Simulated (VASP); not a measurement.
# LiH (P4mm) in VASP: a series of runs, part 2 of 3

VASP 6.6.1. The steps go on from the part before.

## 3. Single point, PBE

File INCAR:

```
PREC = Accurate ; ENCUT = 520
EDIFF = 1E-6 ; ISMEAR = 0
SIGMA = 0.01 ; LREAL = Auto
LASPH = T ; NELM = 80
ALGO = Normal ; ISIF = 2
LWAVE = F ; LCHARG = T
GGA = PE ; LELF = T
LVHAR = T ; NBANDS = 102
```

File KPOINTS:

```
regular mesh
0
Gamma
  3 3 3
```

File POSCAR:

```
LiH
1.0
    8.1400000000      0.0000000000      0.0000000000
    0.0000000000      8.1400000000      0.0000000000
    0.0000000000      0.0000000000      8.1400000000
Li H
32 32
Direct
   -0.0024570020      0.0000000000      0.0000000000
    0.0000000000      0.2500000000      0.2500000000
    0.2500000000      0.0000000000      0.2500000000
    0.2500000000      0.2500000000      0.0000000000
    0.0000000000      0.0000000000      0.5000000000
    0.0000000000      0.2500000000      0.7500000000
    0.2500000000      0.0000000000      0.7500000000
    0.2500000000      0.2500000000      0.5000000000
    0.0000000000      0.5000000000      0.0000000000
    0.0000000000      0.7500000000      0.2500000000
    0.2500000000      0.5000000000      0.2500000000
    0.2500000000      0.7500000000      0.0000000000
    0.0000000000      0.5000000000      0.5000000000
    0.0000000000      0.7500000000      0.7500000000
    0.2500000000      0.5000000000      0.7500000000
    0.2500000000      0.7500000000      0.5000000000
    0.5000000000      0.0000000000      0.0000000000
    0.5000000000      0.2500000000      0.2500000000
    0.7500000000      0.0000000000      0.2500000000
    0.7500000000      0.2500000000      0.0000000000
    0.5000000000      0.0000000000      0.5000000000
    0.5000000000      0.2500000000      0.7500000000
    0.7500000000      0.0000000000      0.7500000000
    0.7500000000      0.2500000000      0.5000000000
    0.5000000000      0.5000000000      0.0000000000
    0.5000000000      0.7500000000      0.2500000000
    0.7500000000      0.5000000000      0.2500000000
    0.7500000000      0.7500000000      0.0000000000
    0.5000000000      0.5000000000      0.5000000000
    0.5000000000      0.7500000000      0.7500000000
    0.7500000000      0.5000000000      0.7500000000
    0.7500000000      0.7500000000      0.5000000000
    0.2500000000      0.0000000000      0.0000000000
    0.2500000000      0.2500000000      0.2500000000
    0.0000000000      0.0000000000      0.2500000000
    0.0000000000      0.2500000000      0.0000000000
    0.2500000000      0.0000000000      0.5000000000
    0.2500000000      0.2500000000      0.7500000000
    0.0000000000      0.0000000000      0.7500000000
    0.0000000000      0.2500000000      0.5000000000
    0.2500000000      0.5000000000      0.0000000000
    0.2500000000      0.7500000000      0.2500000000
    0.0000000000      0.5000000000      0.2500000000
    0.0000000000      0.7500000000      0.0000000000
    0.2500000000      0.5000000000      0.5000000000
    0.2500000000      0.7500000000      0.7500000000
    0.0000000000      0.5000000000      0.7500000000
    0.0000000000      0.7500000000      0.5000000000
    0.7500000000      0.0000000000      0.0000000000
    0.7500000000      0.2500000000      0.2500000000
    0.5000000000      0.0000000000      0.2500000000
    0.5000000000      0.2500000000      0.0000000000
    0.7500000000      0.0000000000      0.5000000000
    0.7500000000      0.2500000000      0.7500000000
    0.5000000000      0.0000000000      0.7500000000
    0.5000000000      0.2500000000      0.5000000000
    0.7500000000      0.5000000000      0.0000000000
    0.7500000000      0.7500000000      0.2500000000
    0.5000000000      0.5000000000      0.2500000000
    0.5000000000      0.7500000000      0.0000000000
    0.7500000000      0.5000000000      0.5000000000
    0.7500000000      0.7500000000      0.7500000000
    0.5000000000      0.5000000000      0.7500000000
    0.5000000000      0.7500000000      0.5000000000
```

Potentials or basis: VASP PAW PBE potentials, release 64 (Li_sv, H).

Run with:

```console
> cat potpaw_PBE.64/Li_sv/POTCAR potpaw_PBE.64/H/POTCAR > POTCAR
> mpirun -np 1 vasp_std > vasp.out
```

OUTCAR:

```text
PREC = Accurate
   ENCUT = 520
   EDIFF = 1E-6
   ISMEAR = 0
   LREAL = Auto
   LASPH = T
   NELM = 80
   ISIF = 2
   GGA = PE

 ion  position               nearest neighbor table
   1  0.998  0.000  0.000-
   2  0.000  0.250  0.250-
   3  0.250  0.000  0.250-
   4  0.250  0.250  0.000-
   5  0.000  0.000  0.500-
   6  0.000  0.250  0.750-
[... 56 lines left out ...]
  63  0.500  0.500  0.750-
  64  0.500  0.750  0.500-

  LATTYP: Found a simple cubic cell.
 ALAT       =     8.1400000000

  Lattice vectors:

 A1 = (   8.1400000000,   0.0000000000,   0.0000000000)
 A2 = (   0.0000000000,   8.1400000000,   0.0000000000)
 A3 = (   0.0000000000,   0.0000000000,   8.1400000000)

Analysis of symmetry for initial positions (statically):
=====================================================================
 Subroutine PRICEL returns:
 Original cell was already a primitive cell.

 Routine SETGRP: Setting up the symmetry group for a
 simple cubic supercell.

 Subroutine GETGRP returns: Found  8 space group operations
 (whereof  8 operations were pure point group operations)
 out of a pool of 48 trial point group operations.

The static configuration has the point symmetry C_4v.

Analysis of symmetry for dynamics (positions and initial velocities):
=====================================================================
 Subroutine PRICEL returns:
 Original cell was already a primitive cell.

 Routine SETGRP: Setting up the symmetry group for a
 simple cubic supercell.

 Subroutine GETGRP returns: Found  8 space group operations
 (whereof  8 operations were pure point group operations)
 out of a pool of 48 trial point group operations.

The dynamic configuration has the point symmetry C_4v.

 Subroutine INISYM returns: Found  8 space group operations
 (whereof  8 operations are pure point group operations),
 and found     1 'primitive' translations

----------------------------------------------------------------------------------------

                                     Primitive cell

  volume of cell :     539.3531

  direct lattice vectors                    reciprocal lattice vectors
     8.140000000  0.000000000  0.000000000     0.122850123  0.000000000  0.000000000
     0.000000000  8.140000000  0.000000000     0.000000000  0.122850123  0.000000000
     0.000000000  0.000000000  8.140000000     0.000000000  0.000000000  0.122850123

  length of vectors
     8.140000000  8.140000000  8.140000000     0.122850123  0.122850123  0.122850123

  position of ions in fractional coordinates (direct lattice)
     0.997542998  0.000000000  0.000000000
     0.000000000  0.250000000  0.250000000
     0.250000000  0.000000000  0.250000000
     0.250000000  0.250000000  0.000000000
     0.000000000  0.000000000  0.500000000
     0.000000000  0.250000000  0.750000000
[... 56 lines left out ...]
     0.500000000  0.500000000  0.750000000
[... 86 lines left out ...]

  Shift w.r.t. Gamma in fractional coordinates (k-lattice)
     0.000000000  0.000000000  0.000000000

 Subroutine IBZKPT returns following result:
 ===========================================

 Found      6 irreducible k-points:

 Following reciprocal coordinates:
            Coordinates               Weight
  0.000000  0.000000  0.000000      1.000000
  0.333333  0.000000  0.000000      2.000000
  0.000000  0.333333  0.000000      4.000000
  0.333333  0.333333  0.000000      8.000000
  0.000000  0.333333  0.333333      4.000000
  0.333333  0.333333  0.333333      8.000000
   k-points           NKPTS =      6   k-points in BZ     NKDIM =      6   number of bands    NBANDS=    102
   number of dos      NEDOS =    301   number of ions     NIONS =     64
   total plane-waves  NPLWV = 262144
   dimension x,y,z NGX =    64 NGY =   64 NGZ =   64
   dimension x,y,z NGXF=   128 NGYF=  128 NGZF=  128
   ions per type =              32  32
   NGX,Y,Z   is equivalent  to a cutoff of  13.07, 13.07, 13.07 a.u.
   NGXF,Y,Z  is equivalent  to a cutoff of  26.14, 26.14, 26.14 a.u.
 SYSTEM =  unknown system
   PREC   = accura    normal or accurate (medium, high low for compatibility)
   ISTART =      0    job   : 0-new  1-cont  2-samecut
   ICHARG =      2    charge: 1-file 2-atom 10-const
   ISPIN  =      1    spin polarized calculation?
   LNONCOLLINEAR =      F non collinear calculations
   LSORBIT =      F    spin-orbit coupling
   LASPH  =      T    aspherical Exc in radial PAW
   ENCUT  =  520.0 eV  38.22 Ry    6.18 a.u.  15.14 15.14 15.14*2*pi/ulx,y,z
   NELM   =     80;   NELMIN=  2; NELMDL= -5     # of ELM steps
   EDIFF  = 0.1E-05   stopping-criterion for ELM
   LREAL  =      T    real-space projection
   EDIFFG = 0.1E-04   stopping-criterion for IOM
   NSW    =      0    number of steps for IOM
   IBRION =     -1    ionic relax: 0-MD 1-quasi-New 2-CG
   NFREE  =      0    steps in history (QN), initial steepest desc. (CG)
   ISIF   =      2    stress and relaxation
   ISYM   =      2    0-nonsym 1-usesym 2-fastsym
   POTIM  = 0.5000    time-step for ionic-motion
   TEBEG  =    0.0;   TEEND  =   0.0 temperature during run
   PSTRESS=    0.0 pullay stress
   NELECT =     128.0000    total number of electrons
   NUPDOWN=      -1.0000    fix difference up-down
   EMIN   =  10.00;   EMAX   =-10.00  energy-range for DOS
   EFERMI =   0.00;   METHOD = LEGACY
   ISMEAR =     0;   SIGMA  =   0.01  broadening in eV -4-tet -1-fermi 0-gaus
   EFERMI_NEDOS =   21; number of points for ismear=-14 and -15
   IALGO  =     38    algorithm
   IMIX   =      4    mixing-type and parameters
     AMIX     =   0.40;   BMIX     =  1.00
     AMIX_MAG =   1.60;   BMIX_MAG =  1.00
  volume/ion in A,a.u.               =       8.43        56.87
  Fermi-wavevector in a.u.,A,eV,Ry     =   1.013570  1.915370 13.977594  1.027324
  Thomas-Fermi vector in A             =   2.146747
   LORBIT       =      0    0 simple, 1 ext, 2 COOP (PROOUT), +10 PAW based schemes
   GGA     = PE    functional components
   LHFCALC =     F    Hartree Fock is set to
   AEXX    =    0.0000 exact exchange contribution
   IVDW    =     0    specifies the selected vdW correction
   LEPSILON=     F    determine dielectric tensor
   LRPA    =     F    only Hartree local field effects (RPA)
 non-spin polarized calculation
 Gauss-broadening in eV      SIGMA  =   0.01
  energy-cutoff  :      520.00
  volume of cell :      539.35
 maximum number of plane-waves:     14571
 NGX is ok and might be reduce to    64
   NGX = 31   NGY = 31   NGZ = 31

 number of electron     128.0000254 magnetization

 Free energy of the ion-electron system (eV)
  ---------------------------------------------------
  ext. energy  EPLUGINS =         0.00000000
  ---------------------------------------------------
  free energy    TOTEN  =      -195.91256998 eV

  energy without entropy =     -195.91256998  energy(sigma->0) =     -195.91256998

 E-fermi :   0.0728     XC(G=0):  -8.3653

 val. band max:       -0.1153798756   @ k =   0.0000   0.0000   0.0000
 cond. band min:       2.8942228618   @ k =   0.0000   0.0000   0.0000
 fundamental gap:      3.0096027374
 Fermi energy:         0.0728348991

 k-point     1 :       0.0000    0.0000    0.0000
  band No.  band energies     occupation
      1     -44.4553      2.00000
      2     -44.4310      2.00000
      3     -44.4300      2.00000
      4     -44.4300      2.00000
      5     -44.4297      2.00000
      6     -44.4296      2.00000
[... 463 lines left out ...]
     75       4.8063      0.00000
     76       4.8080      0.00000
 [bands above 76 left out]

------------------------ aborting loop because EDIFF is reached ----------------------------------------

  FORCE on cell =-STRESS in cart. coord.  units (eV):
  Direction    XX          YY          ZZ          XY          YZ          ZX
  --------------------------------------------------------------------------------------
  -------------------------------------------------------------------------------------
  Total       -5.7771561     -5.7763462     -5.7763462      0.0000000      0.0000000      0.0000000
  in kB      -17.1613509    -17.1589451    -17.1589451      0.0000000      0.0000000      0.0000000
  external PRESSURE =     -17.1597470 kB  Pullay stress =       0.0000000 kB

 VOLUME and BASIS-vectors are now :
 -----------------------------------------------------------------------------
  energy-cutoff  :      520.00
  volume of cell :      539.35
      direct lattice vectors                 reciprocal lattice vectors
     8.140000000  0.000000000  0.000000000     0.122850123  0.000000000  0.000000000
     0.000000000  8.140000000  0.000000000     0.000000000  0.122850123  0.000000000
     0.000000000  0.000000000  8.140000000     0.000000000  0.000000000  0.122850123

 POSITION                                       TOTAL-FORCE (eV/Angst)
 -----------------------------------------------------------------------------------
      8.12000      0.00000      0.00000         0.054164      0.000000     -0.000000
      0.00000      2.03500      2.03500         0.001555     -0.000030     -0.000030
      2.03500      0.00000      2.03500        -0.003700      0.000000     -0.007915
      2.03500      2.03500      0.00000        -0.003700     -0.007915     -0.000000
      0.00000      0.00000      4.07000         0.000122      0.000000     -0.000000
      0.00000      2.03500      6.10500         0.001555     -0.000030      0.000030
[... 56 lines left out ...]
      4.07000      4.07000      6.10500         0.000490      0.000000     -0.000000
      4.07000      6.10500      4.07000         0.000490     -0.000000     -0.000000
 -----------------------------------------------------------------------------------
    total drift:                               -0.002254      0.000000      0.000005

  FREE ENERGIE OF THE ION-ELECTRON SYSTEM (eV)
  ---------------------------------------------------
  free  energy   TOTEN  =      -195.9125699832 eV

  energy  without entropy=     -195.9125699832  energy(sigma->0) =     -195.91256998
```

Wall time 5 min (1 thread of Intel Xeon 6975P-C (Granite Rapids), shared host); peak memory 0.64 GiB.

What came out:

```
Free energy            : -195.9126 eV
Largest force          : 0.054 eV/Å
Band gap on the k mesh : 3.01 eV
```

Forces on the atoms (eV/Å):
```
Li   0.054  0.000  0.000
Li   0.002  0.000  0.000
Li  -0.004  0.000 -0.008
Li  -0.004 -0.008  0.000
Li   0.000  0.000  0.000
Li   0.002  0.000  0.000
Li  -0.004  0.000  0.008
Li   0.000  0.000  0.000
Li   0.000  0.000  0.000
Li   0.002  0.000  0.000
Li   0.000  0.000  0.000
Li  -0.004  0.008  0.000
Li   0.000  0.000  0.000
Li   0.002  0.000  0.000
Li   0.000  0.000  0.000
Li   0.000  0.000  0.000
Li  -0.009  0.000  0.000
Li  -0.001  0.000  0.000
Li  -0.004  0.000  0.008
Li  -0.004  0.008  0.000
Li   0.000  0.000  0.000
Li  -0.001  0.000  0.000
Li  -0.004  0.000 -0.008
Li   0.000  0.000  0.000
Li   0.000  0.000  0.000
Li  -0.001  0.000  0.000
Li   0.000  0.000  0.000
Li  -0.004 -0.008  0.000
Li   0.000  0.000  0.000
Li  -0.001  0.000  0.000
Li   0.000  0.000  0.000
Li   0.000  0.000  0.000
H    0.000  0.000  0.000
H    0.000  0.001  0.001
H   -0.007  0.000  0.000
H   -0.007  0.000  0.000
H    0.000  0.000  0.000
H    0.000  0.001 -0.001
H   -0.007  0.000  0.000
H    0.000  0.000  0.000
H    0.000  0.000  0.000
H    0.000 -0.001  0.001
H    0.000  0.000  0.000
H   -0.007  0.000  0.000
H    0.000  0.000  0.000
H    0.000 -0.001 -0.001
H    0.000  0.000  0.000
H    0.000  0.000  0.000
H   -0.002  0.000  0.000
H    0.000 -0.001 -0.001
H    0.003  0.000  0.000
H    0.003  0.000  0.000
H    0.000  0.000  0.000
H    0.000 -0.001  0.001
H    0.003  0.000  0.000
H    0.000  0.000  0.000
H    0.000  0.000  0.000
H    0.000  0.001 -0.001
H    0.000  0.000  0.000
H    0.003  0.000  0.000
H    0.000  0.000  0.000
H    0.000  0.001  0.001
H    0.000  0.000  0.000
H    0.000  0.000  0.000
```

Caveat: the cutoff is under 1.25 times the usual one of these potentials, so pressure, stress and relaxed cells hold a basis-set (Pulay) error; an odd mesh through Γ misses points on the zone boundary, where band edges can lie.

## 4. Single point, PBE

File INCAR:

```
SYSTEM = LiH
PREC     = Accurate       ! precision mode
ENCUT    = 520            ! plane-wave cutoff, eV
EDIFF    = 1E-7           ! SCF threshold, eV
ISMEAR   = 0              ! smearing method
SIGMA    = 0.01           ! smearing width, eV
LREAL    = Auto         
LASPH    = .TRUE.         ! aspherical terms in the spheres
NELM     = 80             ! most SCF steps
ALGO     = Normal         ! electronic algorithm
ISIF     = 2              ! what is computed and relaxed
LWAVE    = .FALSE.        ! write WAVECAR
LCHARG   = .TRUE.         ! write CHGCAR
GGA      = PE             ! functional
LELF     = .TRUE.         ! ELF
LVHAR    = .TRUE.       
NBANDS   = 102            ! bands
```

File KPOINTS:

```
Automatic mesh
0
G
  3 3 3
  0 0 0
```

POSCAR: that of step 3 with these lines changed.

```diff
@@ -8,3 +8,3 @@
 Direct
-   -0.0024570020      0.0000000000      0.0000000000
+    0.0000000000      0.0000000000      0.0000000000
     0.0000000000      0.2500000000      0.2500000000
@@ -40,3 +40,3 @@
     0.7500000000      0.7500000000      0.5000000000
-    0.2500000000      0.0000000000      0.0000000000
+    0.2524570020      0.0000000000      0.0000000000
     0.2500000000      0.2500000000      0.2500000000
```

Run with:

```console
> cat potpaw_PBE.64/Li_sv/POTCAR potpaw_PBE.64/H/POTCAR > POTCAR
> mpirun -np 1 vasp_std > vasp.out
```

It took 26 min on 1 thread of Oxide Virtual Turin-like, shared host; peak memory 0.61 GiB.

Results (log left out):

- Free energy: -195.9126 eV
- Largest force: 0.051 eV/Å
- Band gap on the k mesh: 3.01 eV

Forces on the atoms (eV/Å):
```
Li   0.001  0.000  0.000
Li   0.000  0.001  0.001
Li   0.007  0.000  0.000
Li   0.007  0.000  0.000
Li   0.000  0.000  0.000
Li   0.000  0.001 -0.001
Li   0.007  0.000  0.000
Li   0.000  0.000  0.000
Li   0.000  0.000  0.000
Li   0.000 -0.001  0.001
Li   0.000  0.000  0.000
Li   0.007  0.000  0.000
Li   0.000  0.000  0.000
Li   0.000 -0.001 -0.001
Li   0.000  0.000  0.000
Li   0.000  0.000  0.000
Li   0.002  0.000  0.000
Li   0.000 -0.001 -0.001
Li  -0.003  0.000  0.000
Li  -0.003  0.000  0.000
Li   0.000  0.000  0.000
Li   0.000 -0.001  0.001
Li  -0.003  0.000  0.000
Li   0.000  0.000  0.000
Li   0.000  0.000  0.000
Li   0.000  0.001 -0.001
Li   0.000  0.000  0.000
Li  -0.003  0.000  0.000
Li   0.000  0.000  0.000
Li   0.000  0.001  0.001
Li   0.000  0.000  0.000
Li   0.000  0.000  0.000
H   -0.051  0.000  0.000
H   -0.002  0.000  0.000
H    0.003  0.000 -0.004
H    0.003 -0.004  0.000
H   -0.001  0.000  0.000
H   -0.002  0.000  0.000
H    0.003  0.000  0.004
H    0.000  0.000  0.000
H   -0.001  0.000  0.000
H   -0.002  0.000  0.000
H    0.000  0.000  0.000
H    0.003  0.004  0.000
H    0.000  0.000  0.000
H   -0.002  0.000  0.000
H    0.000  0.000  0.000
H    0.000  0.000  0.000
H    0.005  0.000  0.000
H    0.001  0.000  0.000
H    0.003  0.000  0.004
H    0.003  0.004  0.000
H    0.001  0.000  0.000
H    0.001  0.000  0.000
H    0.003  0.000 -0.004
H    0.000  0.000  0.000
H    0.001  0.000  0.000
H    0.001  0.000  0.000
H    0.000  0.000  0.000
H    0.003 -0.004  0.000
H    0.000  0.000  0.000
H    0.001  0.000  0.000
H    0.000  0.000  0.000
H    0.000  0.000  0.000
```

Levels at points of the mesh, in eV from the valence-band top:
```tsv
k point	band 62	band 63	band 64	band 65	band 66	band 67
(0.00, 0.00, 0.00)	0.00	0.00	0.00	3.01	3.01	3.01
```

Caveat: the cutoff is under 1.25 times the usual one of these potentials, so pressure, stress and relaxed cells hold a basis-set (Pulay) error; an odd mesh through Γ misses points on the zone boundary, where band edges can lie.

[end of part 2 of 3]
